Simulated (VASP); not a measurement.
# Al15BN16 (a cell with a defect) in VASP: further runs

Runs on Al15BN16 (a cell with a defect). Level: PBE. Tasks: single point.

Everything below comes from runs of VASP 6.6.1. Logs are shortened: lines on timing, memory, paths and dates and some standing lists are left out, and cuts for length are marked.

## 1. The cell of the first run

The cell holds a defect, 32 atoms: a = 6.260 Å, b = 6.260 Å, c = 10.035 Å, α = 90.00°, β = 90.00°, γ = 120.00°.

## 2. Single point, PBE

Input file INCAR:

```
ALGO = Normal
EDIFF = 1E-6
ENCUT = 520
GGA = PE
GGA_COMPAT = F
ISIF = 2
ISMEAR = 0
ISYM = -1
LASPH = T
LCHARG = F
LREAL = Auto
LWAVE = F
NBANDS = 86
NELM = 120
PREC = Accurate
SIGMA = 0.01
```

Input file KPOINTS:

```
explicit points
1
Reciprocal
  0.25000000   0.25000000   0.25000000 1
```

Input file POSCAR:

```
Al15BN16
1.0
    6.2595139092      0.0000000618      0.0000000000
   -3.1297570081      5.4208980298      0.0000000000
    0.0000000000      0.0000000000     10.0348065900
Al B N
15 1 16
Direct
    0.3300237316      0.1695471333      0.2554458243
    0.3320790837      0.1673003968      0.7447613341
    0.1665635422      0.3333477290      0.9997504909
    0.3301432295      0.6598132776      0.2554319206
    0.1613944125      0.8303183399      0.5015241246
    0.3322512857      0.6634768665      0.7441318133
    0.1685331399      0.8340675532      1.0004088936
    0.8403182771      0.1698395270      0.2554177831
    0.6690947260      0.3383590388      0.5015559572
    0.8359759310      0.1673406063      0.7443624489
    0.6655585577      0.3310891183      1.0005112341
    0.8333262001      0.6663141950      0.2504546884
    0.6681187286      0.8316663496      0.5013581059
    0.8332838402      0.6661433418      0.7521959238
    0.6655488525      0.8341588659      1.0003535951
    0.1669959319      0.3311088378      0.5070129857
    0.3163568237      0.1826728530      0.4481882351
    0.1680180427      0.3320900781      0.1882984097
    0.3310459171      0.1685480014      0.9369444580
    0.1678292310      0.3312354813      0.6693950236
    0.3145891890      0.6363726071      0.4479096283
    0.1710400390      0.8335245102      0.1932652513
    0.3310611428      0.6656406975      0.9363895711
    0.1660850523      0.8308109224      0.6903690016
    0.8644345261      0.1859362335      0.4480261712
    0.6662076633      0.3285792455      0.1934044201
    0.8340730606      0.1686200081      0.9364891561
    0.6684069613      0.3332254458      0.6903088575
    0.8313796843      0.6681800562      0.4396942608
    0.6665567704      0.8334725245      0.1928420898
    0.8319453190      0.6674906397      0.9425533503
    0.6687728214      0.8309756308      0.6899641074
```

Potentials or basis: VASP PAW PBE potentials, release 64 (Al, B, N).

Command:

```console
cat potpaw_PBE.64/Al/POTCAR potpaw_PBE.64/B/POTCAR potpaw_PBE.64/N/POTCAR > POTCAR
mpirun -np 1 vasp_std > vasp.out
```

OUTCAR:

```text
EDIFF = 1E-6
   ENCUT = 520
   GGA = PE
   ISIF = 2
   ISMEAR = 0
   ISYM = -1
   LASPH = T
   LREAL = Auto
   NELM = 120
   PREC = Accurate

 ion  position               nearest neighbor table
   1  0.330  0.170  0.255-  18 1.88  22 1.93  26 1.93  17 1.94   8 3.07   4 3.07   9 3.08   5 3.08
                             3 3.12  12 3.13  12 3.13  11 3.14   7 3.14   4 3.19   8 3.19
   2  0.332  0.167  0.745-  28 1.90  24 1.90  19 1.93  20 1.93   9 3.05   5 3.05   6 3.11  10 3.11
                             3 3.13  14 3.13  14 3.13   7 3.14  11 3.14  10 3.15   6 3.15
   3  0.167  0.333  1.000-  18 1.89  19 1.89  23 1.91  27 1.91   8 3.12   4 3.12   1 3.12   2 3.13
                            10 3.13   6 3.13   7 3.13  11 3.13  15 3.13  15 3.13  11 3.13   7 3.13
   4  0.330  0.660  0.255-  18 1.90  22 1.91  30 1.93  21 1.94   8 3.07   1 3.07  13 3.07   5 3.08
                             3 3.12  12 3.13  12 3.13  15 3.14   7 3.14   1 3.19   8 3.19
   5  0.161  0.830  0.502-  29 1.89  24 1.90  21 1.96  17 1.99   6 3.05   2 3.05   1 3.08   4 3.08
                             9 3.08  14 3.08  12 3.08  13 3.09  13 3.17   9 3.18
   6  0.332  0.663  0.744-  24 1.89  32 1.90  23 1.93  20 1.95  13 3.04   5 3.05   2 3.11  10 3.11
                             3 3.13  14 3.13  14 3.13  15 3.14   7 3.15  10 3.15   2 3.15
   7  0.169  0.834  0.000-  23 1.91  31 1.91  19 1.92  22 1.94  14 3.08  12 3.10  15 3.11  11 3.11
                             3 3.13   3 3.13   2 3.14   1 3.14   4 3.14   6 3.15  11 3.15  15 3.15
   8  0.840  0.170  0.255-  18 1.90  26 1.91  30 1.93  25 1.94   1 3.07   4 3.07  13 3.07   9 3.08
                             3 3.12  12 3.13  12 3.13  11 3.14  15 3.14   4 3.19   1 3.19
   9  0.669  0.338  0.502-  29 1.89  28 1.89  25 1.96  17 1.99  10 3.05   2 3.05   1 3.08  14 3.08
[... 16 lines left out ...]
  19  0.331  0.169  0.937-   3 1.89   7 1.92  11 1.92   2 1.93
  20  0.168  0.331  0.669-  16 1.63   2 1.93  10 1.95   6 1.95
  21  0.315  0.636  0.448-  16 1.76   4 1.94   5 1.96  13 1.99
[... 9 lines left out ...]
  31  0.832  0.667  0.943-  15 1.90  14 1.91  11 1.91   7 1.91
  32  0.669  0.831  0.690-  14 1.89  13 1.89  10 1.90   6 1.90

IMPORTANT INFORMATION: All symmetrisations will be switched off!
NOSYMM: (Re-)initialisation of all symmetry stuff for point group C_1.

----------------------------------------------------------------------------------------

                                     Primitive cell

  volume of cell :     340.5029

  direct lattice vectors                    reciprocal lattice vectors
     6.259513909  0.000000062  0.000000000     0.159756813  0.092235641  0.000000000
    -3.129757008  5.420898030  0.000000000    -0.000000002  0.184471279  0.000000000
     0.000000000  0.000000000 10.034806590     0.000000000  0.000000000  0.099653141

  length of vectors
     6.259513909  6.259513909 10.034806590     0.184471279  0.184471279  0.099653141

  position of ions in fractional coordinates (direct lattice)
     0.330023732  0.169547133  0.255445824
     0.332079084  0.167300397  0.744761334
     0.166563542  0.333347729  0.999750491
[... 110 lines left out ...]
   EFERMI_NEDOS =   21; number of points for ismear=-14 and -15
   IALGO  =     38    algorithm
   IMIX   =      4    mixing-type and parameters
     AMIX     =   0.40;   BMIX     =  1.00
     AMIX_MAG =   1.60;   BMIX_MAG =  1.00
  volume/ion in A,a.u.               =      10.64        71.81
  Fermi-wavevector in a.u.,A,eV,Ry     =   1.181511  2.232733 18.993310  1.395969
  Thomas-Fermi vector in A             =   2.317783
   LORBIT       =      0    0 simple, 1 ext, 2 COOP (PROOUT), +10 PAW based schemes
   GGA     = PE    functional components
   LHFCALC =     F    Hartree Fock is set to
   AEXX    =    0.0000 exact exchange contribution
   IVDW    =     0    specifies the selected vdW correction
   LEPSILON=     F    determine dielectric tensor
   LRPA    =     F    only Hartree local field effects (RPA)
 non-spin polarized calculation
 Gauss-broadening in eV      SIGMA  =   0.01
  energy-cutoff  :      520.00
  volume of cell :      340.50
 maximum number of plane-waves:      9148
 NGX is ok and might be reduce to    48
   NGX = 23   NGY = 23   NGZ = 37

 number of electron     127.9999999 magnetization

 Free energy of the ion-electron system (eV)
  ---------------------------------------------------
  ext. energy  EPLUGINS =         0.00000000
  ---------------------------------------------------
  free energy    TOTEN  =      -241.78523925 eV

  energy without entropy =     -241.78523925  energy(sigma->0) =     -241.78523925

 E-fermi :   5.4744     XC(G=0): -10.8051

 val. band max:        5.3713486660   @ k =   0.2500   0.2500   0.2500
 cond. band min:      10.6434777364   @ k =   0.2500   0.2500   0.2500
 fundamental gap:      5.2721290704
 Fermi energy:         5.4743725907

 k-point     1 :       0.2500    0.2500    0.2500
  band No.  band energies     occupation
      1      -8.9021      2.00000
      2      -8.4636      2.00000
      3      -8.2323      2.00000
      4      -8.0951      2.00000
      5      -7.8757      2.00000
      6      -7.7713      2.00000
[... 68 lines left out ...]
     75      12.6315      0.00000
     76      12.8826      0.00000
 [bands above 76 left out]

------------------------ aborting loop because EDIFF is reached ----------------------------------------

  FORCE on cell =-STRESS in cart. coord.  units (eV):
  Direction    XX          YY          ZZ          XY          YZ          ZX
  --------------------------------------------------------------------------------------
  -------------------------------------------------------------------------------------
  Total      -11.8118760    -21.3587924     -6.7197224     -8.3423267      0.1453496      0.2576405
  in kB      -55.5787283   -100.5000832    -31.6184851    -39.2533673      0.6839172      1.2122825
  external PRESSURE =     -62.5657655 kB  Pullay stress =       0.0000000 kB

 VOLUME and BASIS-vectors are now :
 -----------------------------------------------------------------------------
  energy-cutoff  :      520.00
  volume of cell :      340.50
      direct lattice vectors                 reciprocal lattice vectors
     6.259513909  0.000000062  0.000000000     0.159756813  0.092235641  0.000000000
    -3.129757008  5.420898030  0.000000000    -0.000000002  0.184471279  0.000000000
     0.000000000  0.000000000 10.034806590     0.000000000  0.000000000  0.099653141

 POSITION                                       TOTAL-FORCE (eV/Angst)
 -----------------------------------------------------------------------------------
      1.53515      0.91910      2.56335        -0.005204      0.004655     -0.004376
      1.55504      0.90692      7.47354        -0.002273      0.001327     -0.007822
     -0.00069      1.80704     10.03230        -0.001165     -0.002371      0.006739
      0.00148      3.57678      2.56321        -0.001602     -0.000703     -0.004678
     -1.58844      4.50107      5.03270        -0.007136     -0.004777      0.012410
      0.00321      3.59664      7.46722        -0.008326     -0.000776      0.007734
[... 24 lines left out ...]
      3.11849      3.61840      9.45834         0.004974      0.001323      0.003759
      1.58544      4.50463      6.92366        -0.005696      0.004931     -0.005882
 -----------------------------------------------------------------------------------
    total drift:                                0.004049     -0.003232      0.019204

  FREE ENERGIE OF THE ION-ELECTRON SYSTEM (eV)
  ---------------------------------------------------
  free  energy   TOTEN  =      -241.7852392464 eV

  energy  without entropy=     -241.7852392464  energy(sigma->0) =     -241.78523925
```

OSZICAR:

```text
N       E                     dE             d eps       ncg     rms          rms(c)
DAV:   1     0.523380715114E+03    0.52338E+03   -0.59659E+04   172   0.134E+03
DAV:   2    -0.223291258579E+03   -0.74667E+03   -0.72196E+03   218   0.268E+02
DAV:   3    -0.274842033175E+03   -0.51551E+02   -0.51223E+02   208   0.751E+01
DAV:   4    -0.275635746668E+03   -0.79371E+00   -0.79157E+00   208   0.997E+00
DAV:   5    -0.275653061128E+03   -0.17314E-01   -0.17299E-01   208   0.144E+00    0.327E+01
DAV:   6    -0.241767741150E+03    0.33885E+02   -0.14531E+02   200   0.339E+01    0.117E+01
DAV:   7    -0.241896252010E+03   -0.12851E+00   -0.44766E+00   200   0.688E+00    0.790E+00
DAV:   8    -0.241788086754E+03    0.10817E+00   -0.36824E-01   200   0.260E+00    0.144E+00
DAV:   9    -0.241781031032E+03    0.70557E-02   -0.65574E-02   216   0.956E-01    0.582E-01
DAV:  10    -0.241784788412E+03   -0.37574E-02   -0.32019E-02   208   0.633E-01    0.314E-01
DAV:  11    -0.241784851899E+03   -0.63486E-04   -0.48595E-03   208   0.304E-01    0.157E-01
DAV:  12    -0.241785271122E+03   -0.41922E-03   -0.15780E-03   208   0.137E-01    0.610E-02
DAV:  13    -0.241785235929E+03    0.35193E-04   -0.33696E-04   208   0.544E-02    0.151E-02
DAV:  14    -0.241785238185E+03   -0.22555E-05   -0.23573E-05   208   0.185E-02    0.756E-03
DAV:  15    -0.241785239268E+03   -0.10832E-05   -0.30907E-06   184   0.631E-03    0.401E-03
DAV:  16    -0.241785239246E+03    0.21702E-07   -0.47717E-07   104   0.296E-03
   1 F= -.24178524E+03 E0= -.24178524E+03  d E =-.452602E-48
```

Wall time 54 s (1 thread of Intel Xeon 6975P-C (Granite Rapids), shared host); peak memory 0.4 GiB.

What came out:

```
Free energy            : -241.7852 eV
Pressure               : -6.3 GPa
Largest force          : 0.027 eV/Å
Band gap on the k mesh : 5.27 eV
```

Forces on the atoms (eV/Å):
```
Al  -0.005  0.005 -0.004
Al  -0.002  0.001 -0.008
Al  -0.001 -0.002  0.007
Al  -0.002 -0.001 -0.005
Al  -0.007 -0.005  0.012
Al  -0.008 -0.001  0.008
Al  -0.006  0.001 -0.002
Al   0.002  0.005 -0.003
Al   0.010  0.001  0.006
Al  -0.004  0.003 -0.002
Al  -0.004  0.000 -0.006
Al  -0.002  0.006  0.002
Al   0.011 -0.006  0.011
Al   0.002 -0.001 -0.005
Al   0.000 -0.001  0.002
B    0.013  0.009 -0.015
N    0.001  0.005 -0.004
N    0.002 -0.005  0.001
N    0.001  0.005  0.003
N    0.002  0.002  0.027
N   -0.002 -0.005 -0.003
N    0.004 -0.006  0.000
N    0.002 -0.003 -0.002
N    0.007  0.000 -0.003
N   -0.018 -0.007 -0.006
N    0.003 -0.004 -0.002
N    0.001  0.000  0.001
N    0.004  0.000  0.007
N   -0.005  0.004 -0.009
N    0.003 -0.006 -0.006
N    0.005  0.001  0.004
N   -0.006  0.005 -0.006
```

(Continued in part 2 of 2.)
